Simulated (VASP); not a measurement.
A run of VASP 6.6.1:

INCAR

```
SYSTEM = Bi2Se3
PREC = Accurate
ENCUT = 520
EDIFF = 1E-6
ISMEAR = 0
SIGMA = 0.05
LREAL = .FALSE.
LASPH = .TRUE.
NELM = 100
ALGO = Normal
ISIF = 2
LWAVE = .FALSE.
LCHARG = .TRUE.
LDIPOL = .TRUE.
IDIPOL = 3
DIPOL = 0.5 0.5 0.500
GGA = PE
IVDW = 12
LELF = .TRUE.
LVHAR = .TRUE.
LVACPOTAV = .TRUE.
NBANDS = 32
```

The input KPOINTS:

```
Automatic mesh
0
G
  9 9 1
  0 0 0
```

POSCAR

```
Bi2Se3
1.0
    4.1272981822      0.0000000029      0.0000000000
   -2.0636490936      3.5743450734      0.0000000000
    0.0000000000      0.0000000000     26.9661818946
Se Bi
3 2
Direct
    0.0000000000      0.0000000000      0.3695965518
    0.6666666667      0.3333333333      0.5000000752
    0.3333333333      0.6666666667      0.6304034636
    0.3333333333      0.6666666667      0.4281582222
    0.0000000000      0.0000000000      0.5718416872
```

Potentials or basis: VASP PAW PBE potentials, release 64 (Se, Bi_d).

Launch:

```sh
$ cat potpaw_PBE.64/Se/POTCAR potpaw_PBE.64/Bi_d/POTCAR > POTCAR
$ mpirun -np 1 vasp_std > vasp.out
```

Hardware: 1 thread of Intel(R) Xeon(R) Platinum 8488C (Sapphire Rapids), with other jobs on the host.

Q: Estimate the wall time of this run.

A: It took 2.6 min on 1 thread of Intel(R) Xeon(R) Platinum 8488C (Sapphire Rapids) (shared host), peak memory 0.56 GiB. Counts: scf iterations 20, k points 12.
